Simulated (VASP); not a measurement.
# Be16N (a cell with a defect) in VASP: notebook

Be16N (a cell with a defect) is run at these levels: LDA; tasks: single point.

All numbers are computed with VASP 6.6.1; they aren't measurements. Logs are shortened: lines on timing, memory, paths and dates and some standing lists are left out, and cuts for length are marked.

## (1) The cell of the first run

The cell holds a defect, 17 atoms: a = 4.580 Å, b = 3.966 Å, c = 7.177 Å, α = 90.00°, β = 90.00°, γ = 90.00°.

## (2) Single point, LDA

Input file INCAR:

```
SYSTEM = Be16N
PREC = Accurate ; ENCUT = 520
EDIFF = 1E-6 ; ISMEAR = 0
SIGMA = 0.15 ; LREAL = Auto
LASPH = .True. ; NELM = 100
ALGO = Normal ; ISIF = 2
LWAVE = .False. ; LCHARG = .False.
NBANDS = 32
```

Input file KPOINTS:

```
Automatic mesh
0
Gamma
  5 5 3
  0 0 0
```

Input file POSCAR:

```
Be16N
1.0
   -2.2900000000     -3.9663960000      0.0000000000
    3.4350000000     -1.9831980000      0.0000000000
    0.0000000000      0.0000000000      7.1768600000
Be N
16 1
Direct
    0.7496271287      0.4978188750     -0.0067706169
    0.4889165775      0.3279999081      0.2441361721
    0.7495761847      0.4855118746      0.5140944251
    0.4978210830      0.3357130475      0.7552021202
    0.4978055452     -0.0037057100     -0.0046536899
    0.2494998534      0.7963910032      0.2405149764
    0.4889710143      0.0037223948      0.5064664474
    0.2496437599      0.8383234237      0.7569684495
    0.2495953989      0.4936522342     -0.0063940436
    0.0100672127      0.3278792379      0.2441139688
    0.2494901295      0.5354867031      0.5100063295
    0.0014144446      0.3357712085      0.7551982592
    0.0013944661     -0.0036921089     -0.0046748718
    0.7496108796      0.8461763865      0.2363792704
    0.0101946939      0.0039817408      0.5064497806
    0.7496467509      0.8341544397      0.7573263854
    0.7494602770      0.1657699412      0.3752806376
```

Potentials or basis: VASP PAW LDA potentials, release 64 (Be, N).

Started as:

```sh
cat potpaw_LDA.64/Be/POTCAR potpaw_LDA.64/N/POTCAR > POTCAR
mpirun -np 1 vasp_std > vasp.out
```

OUTCAR:

```text
SYSTEM = Be16N
   PREC = Accurate
   ENCUT = 520
   EDIFF = 1E-6
   ISMEAR = 0
   LREAL = Auto
   LASPH = .True.
   NELM = 100
   ISIF = 2

 ion  position               nearest neighbor table
   1  0.750  0.498  0.993-  16 2.16  12 2.16   4 2.16  14 2.23  10 2.26   2 2.26  13 2.29   5 2.29
                             9 2.29   9 2.29  13 2.30   5 2.30
   2  0.489  0.328  0.244-  17 1.65   6 2.16  10 2.19   9 2.21   5 2.22  14 2.25   1 2.26   7 2.28
                            11 2.35   3 2.36   6 2.38  14 2.38  10 2.39
   3  0.750  0.486  0.514-  17 1.61   4 2.16  12 2.16  16 2.23  15 2.25   7 2.25  11 2.30  11 2.30
                            10 2.36   2 2.36   7 2.38  15 2.38
   4  0.498  0.336  0.755-   9 2.15   1 2.16   3 2.16   5 2.19   7 2.22  11 2.24  12 2.27   8 2.28
                            16 2.29   8 2.29  16 2.30  12 2.31
   5  0.498  0.996  0.995-   8 2.15  16 2.16  14 2.16   4 2.19   2 2.22   6 2.24  13 2.27   9 2.28
                             1 2.29   9 2.30   1 2.30  13 2.31
   6  0.249  0.796  0.241-   9 2.14   2 2.16  10 2.16  11 2.19  13 2.24   5 2.24  14 2.30  14 2.30
                            15 2.35   7 2.35  10 2.38   2 2.38
   7  0.489  0.004  0.506-  17 1.65  11 2.16  15 2.19   8 2.21   4 2.22   3 2.25  16 2.26   2 2.28
                             6 2.35  14 2.36  11 2.38   3 2.38  15 2.39
   8  0.250  0.838  0.757-  11 2.14   5 2.15  13 2.15   9 2.18   7 2.21  15 2.21   4 2.28  12 2.28
                            16 2.29  16 2.29  12 2.29   4 2.29
   9  0.250  0.494  0.994-   6 2.14  12 2.15   4 2.15   8 2.18   2 2.21  10 2.21  13 2.28   5 2.28
                             1 2.29   1 2.29   5 2.30  13 2.30
  10  0.010  0.328  0.244-  17 1.65   6 2.16   2 2.19   9 2.21  13 2.22  14 2.25   1 2.26  15 2.28
                            11 2.35   3 2.36   6 2.38  14 2.38   2 2.39
  11  0.249  0.535  0.510-   8 2.14   7 2.16  15 2.16   6 2.19  12 2.24   4 2.24   3 2.30   3 2.30
                             2 2.35  10 2.35  15 2.38   7 2.38
  12  0.001  0.336  0.755-   9 2.15   1 2.16   3 2.16  13 2.19  15 2.22  11 2.24   4 2.27   8 2.28
                            16 2.29   8 2.29  16 2.30   4 2.31
  13  0.001  0.996  0.995-   8 2.15  16 2.16  14 2.16  12 2.19  10 2.22   6 2.24   5 2.27   9 2.28
                             1 2.29   9 2.30   1 2.30   5 2.31
  14  0.750  0.846  0.236-  17 1.61   5 2.16  13 2.16   1 2.23  10 2.25   2 2.25   6 2.30   6 2.30
                             7 2.36  15 2.36  10 2.38   2 2.38
  15  0.010  0.004  0.506-  17 1.65  11 2.16   7 2.19   8 2.21  12 2.22   3 2.25  16 2.26  10 2.28
                             6 2.35  14 2.36  11 2.38   3 2.38   7 2.39
  16  0.750  0.834  0.757-   1 2.16  13 2.16   5 2.16   3 2.23   7 2.26  15 2.26  12 2.29   4 2.29
                             8 2.29   8 2.29   4 2.30  12 2.30
  17  0.749  0.166  0.375-  14 1.61   3 1.61   7 1.65   2 1.65  15 1.65  10 1.65

  LATTYP: Found a simple orthorhombic cell.
 ALAT       =     3.9663962620
 B/A-ratio  =     1.1547004875
 C/A-ratio  =     1.8094157835

  Lattice vectors:

 A1 = (  -3.4350000000,   1.9831980000,   0.0000000000)
 A2 = (  -2.2900000000,  -3.9663960000,   0.0000000000)
 A3 = (   0.0000000000,   0.0000000000,   7.1768600000)

Analysis of symmetry for initial positions (statically):
=====================================================================
 Subroutine PRICEL returns:
 Original cell was already a primitive cell.

 Routine SETGRP: Setting up the symmetry group for a
 simple orthorhombic supercell.

 Subroutine GETGRP returns: Found  1 space group operations
 (whereof  1 operations were pure point group operations)
 out of a pool of  8 trial point group operations.

The static configuration has the point symmetry C_1 .

Analysis of symmetry for dynamics (positions and initial velocities):
=====================================================================
 Subroutine PRICEL returns:
 Original cell was already a primitive cell.

 Routine SETGRP: Setting up the symmetry group for a
 simple orthorhombic supercell.

 Subroutine GETGRP returns: Found  1 space group operations
 (whereof  1 operations were pure point group operations)
 out of a pool of  8 trial point group operations.

The dynamic configuration has the point symmetry C_1 .

 Subroutine INISYM returns: Found  1 space group operations
 (whereof  1 operations are pure point group operations),
 and found     1 'primitive' translations

----------------------------------------------------------------------------------------

                                     Primitive cell

  volume of cell :     130.3755

  direct lattice vectors                    reciprocal lattice vectors
[... 51 lines left out ...]
 Grid dimensions read from file:
 generate k-points for:    5    5    3

 Generating k-lattice:

  Cartesian coordinates                     Fractional coordinates (reciprocal lattice)
    -0.021834061 -0.037817707  0.000000000     0.200000000  0.000000000  0.000000000
     0.043668122 -0.025211804  0.000000000     0.000000000  0.200000000  0.000000000
     0.000000000  0.000000000  0.046445567     0.000000000  0.000000000  0.333333333

  Length of vectors
     0.043668125  0.050423605  0.046445567

  Shift w.r.t. Gamma in fractional coordinates (k-lattice)
     0.000000000  0.000000000  0.000000000

 Subroutine IBZKPT returns following result:
 ===========================================

 Found     38 irreducible k-points:

 Following reciprocal coordinates:
            Coordinates               Weight
  0.000000  0.000000  0.000000      1.000000
  0.200000  0.000000  0.000000      2.000000
  0.400000  0.000000  0.000000      2.000000
  0.000000  0.200000  0.000000      2.000000
  0.200000  0.200000  0.000000      2.000000
 -0.200000  0.200000  0.000000      2.000000
[... 16 lines left out ...]
  0.200000 -0.200000 -0.333333      2.000000
 -0.200000 -0.200000  0.333333      2.000000
 [... further k-points ...]
   k-points           NKPTS =     38   k-points in BZ     NKDIM =     38   number of bands    NBANDS=     32
   number of dos      NEDOS =    301   number of ions     NIONS =     17
   total plane-waves  NPLWV =  58320
   dimension x,y,z NGX =    36 NGY =   30 NGZ =   54
   dimension x,y,z NGXF=    72 NGYF=   60 NGZF=  108
   ions per type =              16   1
   NGX,Y,Z   is equivalent  to a cutoff of  13.07, 12.57, 12.51 a.u.
   NGXF,Y,Z  is equivalent  to a cutoff of  26.13, 25.15, 25.02 a.u.
 SYSTEM =  Be16N
   PREC   = accura    normal or accurate (medium, high low for compatibility)
   ISTART =      0    job   : 0-new  1-cont  2-samecut
   ICHARG =      2    charge: 1-file 2-atom 10-const
   ISPIN  =      1    spin polarized calculation?
   LNONCOLLINEAR =      F non collinear calculations
   LSORBIT =      F    spin-orbit coupling
   LASPH  =      T    aspherical Exc in radial PAW
   ENCUT  =  520.0 eV  38.22 Ry    6.18 a.u.   8.52  7.37 13.34*2*pi/ulx,y,z
   NELM   =    100;   NELMIN=  2; NELMDL= -5     # of ELM steps
   EDIFF  = 0.1E-05   stopping-criterion for ELM
   LREAL  =      T    real-space projection
   EDIFFG = 0.1E-04   stopping-criterion for IOM
   NSW    =      0    number of steps for IOM
[... 5 lines left out ...]
   TEBEG  =    0.0;   TEEND  =   0.0 temperature during run
   PSTRESS=    0.0 pullay stress
   NELECT =      37.0000    total number of electrons
   NUPDOWN=      -1.0000    fix difference up-down
   EMIN   =  10.00;   EMAX   =-10.00  energy-range for DOS
   EFERMI =   0.00;   METHOD = LEGACY
   ISMEAR =     0;   SIGMA  =   0.15  broadening in eV -4-tet -1-fermi 0-gaus
   EFERMI_NEDOS =   21; number of points for ismear=-14 and -15
   IALGO  =     38    algorithm
   IMIX   =      4    mixing-type and parameters
     AMIX     =   0.40;   BMIX     =  1.00
     AMIX_MAG =   1.60;   BMIX_MAG =  1.00
  volume/ion in A,a.u.               =       7.67        51.75
  Fermi-wavevector in a.u.,A,eV,Ry     =   1.075829  2.033023 15.747503  1.157409
  Thomas-Fermi vector in A             =   2.211697
   LORBIT       =      0    0 simple, 1 ext, 2 COOP (PROOUT), +10 PAW based schemes
   GGA     = CA    functional components
   LHFCALC =     F    Hartree Fock is set to
   AEXX    =    0.0000 exact exchange contribution
   IVDW    =     0    specifies the selected vdW correction
   LEPSILON=     F    determine dielectric tensor
   LRPA    =     F    only Hartree local field effects (RPA)
 non-spin polarized calculation
 Gauss-broadening in eV      SIGMA  =   0.15
  energy-cutoff  :      520.00
  volume of cell :      130.38
 maximum number of plane-waves:      3529
 NGX is ok and might be reduce to    36
   NGX = 17   NGY = 15   NGZ = 27

 number of electron      36.9999999 magnetization

 Free energy of the ion-electron system (eV)
  ---------------------------------------------------
  ext. energy  EPLUGINS =         0.00000000
  ---------------------------------------------------
  free energy    TOTEN  =       -75.59248583 eV

  energy without entropy =      -75.56567446  energy(sigma->0) =      -75.57908015

 E-fermi :   6.9782     XC(G=0): -10.7736

 val. band max:        6.9664857959   @ k =   0.0000   0.4000   0.3333
 cond. band min:       7.0320831514   @ k =   0.0000   0.0000   0.3333
 fundamental gap:      0.0655973555
 Fermi energy:         6.9782104187

 k-point     1 :       0.0000    0.0000    0.0000
  band No.  band energies     occupation
      1     -10.7224      2.00000
      2      -3.5684      2.00000
      3      -2.6382      2.00000
      4      -1.1987      2.00000
      5      -0.8164      2.00000
      6      -0.3954      2.00000
[... 781 lines left out ...]
     29      12.2570      0.00000
     30      12.8962      0.00000

 [... further k-points ...]

 [bands above 30 left out]

------------------------ aborting loop because EDIFF is reached ----------------------------------------

  FORCE on cell =-STRESS in cart. coord.  units (eV):
  Direction    XX          YY          ZZ          XY          YZ          ZX
  --------------------------------------------------------------------------------------
  -------------------------------------------------------------------------------------
  Total       -0.2883573     -0.8569111      6.8875441     -0.4934088     -1.0997858      1.9018874
  in kB       -3.5436072    -10.5305326     84.6406430     -6.0634735    -13.5152062     23.3721877
  external PRESSURE =      23.5221677 kB  Pullay stress =       0.0000000 kB

 VOLUME and BASIS-vectors are now :
 -----------------------------------------------------------------------------
  energy-cutoff  :      520.00
  volume of cell :      130.38
      direct lattice vectors                 reciprocal lattice vectors
    -2.290000000 -3.966396000  0.000000000    -0.109170306 -0.189088533  0.000000000
     3.435000000 -1.983198000  0.000000000     0.218340611 -0.126059022  0.000000000
     0.000000000  0.000000000  7.176860000     0.000000000  0.000000000  0.139336702

 POSITION                                       TOTAL-FORCE (eV/Angst)
 -----------------------------------------------------------------------------------
     -0.00664     -3.96059      7.12827         0.003536     -0.000462     -0.001639
      0.00706     -2.58973      1.75213         0.011830     -0.017225     -0.008951
     -0.04880     -3.93598      3.68958         0.006975     -0.004251     -0.003436
      0.01316     -2.64034      5.41998        -0.003758     -0.001392      0.001398
      2.28230     -3.95034      7.14346        -0.000871     -0.003346     -0.001211
      2.16425     -2.56902      1.72614        -0.005344      0.002194      0.000913
[... 9 lines left out ...]
      1.14863     -4.62769      5.43523        -0.002838      0.002613      0.001462
     -1.14684     -3.30141      2.69334        -0.000294     -0.001679     -0.000628
 -----------------------------------------------------------------------------------
    total drift:                               -0.000310     -0.000804     -0.003072

  FREE ENERGIE OF THE ION-ELECTRON SYSTEM (eV)
  ---------------------------------------------------
  free  energy   TOTEN  =       -75.5924858341 eV

  energy  without entropy=      -75.5656744563  energy(sigma->0) =      -75.57908015
```

Wall time 8.9 min (1 thread of Intel Xeon 8259CL, shared host); peak memory 0.22 GiB.

What came out:

| Quantity | Value |
| --- | --- |
| Free energy | -75.5925 eV |
| Pressure | 2.4 GPa |
| Largest force | 0.023 eV/Å |
| Band gap on the k mesh | zero (an odd number of electrons rules out a gap without spin polarisation) |

Forces on the atoms (eV/Å):
```
Be   0.004  0.000 -0.002
Be   0.012 -0.017 -0.009
Be   0.007 -0.004 -0.003
Be  -0.004 -0.001  0.001
Be  -0.001 -0.003 -0.001
Be  -0.005  0.002  0.001
Be  -0.018  0.002  0.009
Be  -0.007  0.005  0.005
Be   0.007 -0.005 -0.007
Be   0.021 -0.005 -0.008
Be   0.004 -0.003  0.001
Be  -0.001  0.006  0.001
Be   0.003  0.002  0.000
Be  -0.005  0.004  0.003
Be  -0.012  0.016  0.009
Be  -0.003  0.003  0.001
N    0.000 -0.002 -0.001
```

## (3) Single point, LDA

Input file INCAR:

```
SYSTEM = Be16N
PREC = Accurate
ENCUT = 520
EDIFF = 1E-6
ISMEAR = 0
SIGMA = 0.15
LREAL = Auto
LASPH = .True.
NELM = 100
ALGO = Normal
ISIF = 2
LWAVE = .False.
LCHARG = .False.
GGA = CA
NBANDS = 32
```

Input file KPOINTS:

```
regular mesh
0
Gamma
  5 5 3
  0 0 0
```

Input file POSCAR:

```
Be16N
1.0
   -2.2900000000     -3.9663960000      0.0000000000
    3.4350000000     -1.9831980000      0.0000000000
    0.0000000000      0.0000000000      7.1768600000
Be N
16 1
Direct
    0.7511781005      0.4868908498     -0.0147667415
    0.4909278858      0.3299884837      0.2553256567
    0.7510762911      0.4993548084      0.5061478294
    0.4994145238      0.3368279578      0.7442056068
    0.4909967061      0.0046933549     -0.0071994440
    0.2512318619      0.7979002886      0.2586525757
    0.4993995335     -0.0021982739      0.5039388259
    0.2510899509      0.8394343818      0.7423446592
    0.2512100931      0.5368255780     -0.0105206534
    0.0113926450      0.3301529778      0.2553337260
    0.2510895519      0.4952010717      0.5058012506
    0.0028080487      0.3368260331      0.7442016102
    0.0114231314      0.0045843974     -0.0071842464
    0.7511555443      0.8478140093      0.2628989383
    0.0028191419     -0.0021935913      0.5039369284
    0.7510888025      0.8352739166      0.7419865244
    0.7512407077      0.1673678062      0.1240787338
```

Potentials or basis: VASP PAW LDA potentials, release 64 (Be, N).

Started as:

```sh
cat potpaw_LDA.64/Be/POTCAR potpaw_LDA.64/N/POTCAR > POTCAR
mpirun -np 1 vasp_std > vasp.out
```

Run time: 8.3 min. Hardware: 1 thread of Intel Xeon 8259CL, shared host; peak memory 0.22 GiB.

The run converged. Its results:

* Free energy: -75.5927 eV
* Pressure: 2.4 GPa
* Largest force: 0.011 eV/Å
* Band gap on the k mesh: zero (an odd number of electrons rules out a gap without spin polarisation)

Forces in eV/Å, atoms in the order of the input:
```
Be   0.010 -0.005  0.000
Be   0.006 -0.004  0.003
Be   0.001 -0.002  0.000
Be   0.002  0.002 -0.005
Be  -0.006  0.005 -0.003
Be   0.000  0.001  0.008
Be   0.001  0.002  0.004
Be  -0.003  0.001 -0.005
Be  -0.001  0.000 -0.007
Be   0.005 -0.004  0.003
Be   0.003 -0.002  0.004
Be  -0.001 -0.003 -0.005
Be  -0.005  0.004 -0.003
Be  -0.010  0.006  0.001
Be  -0.002 -0.002  0.005
Be  -0.001  0.000  0.000
N    0.000  0.000 -0.001
```

Stress tensor (GPa, compression positive):
```
-0.34 -0.62 -2.32
-0.62 -1.07  1.34
-2.32  1.34  8.48
```

Levels at points of the mesh, in eV from the Fermi level:
```csv
k point,band 17,band 18,band 19,band 20,band 21,band 22
"(0.00, 0.00, 0.00)",-1.55,-0.37,0.67,0.86,1.72,1.90
```
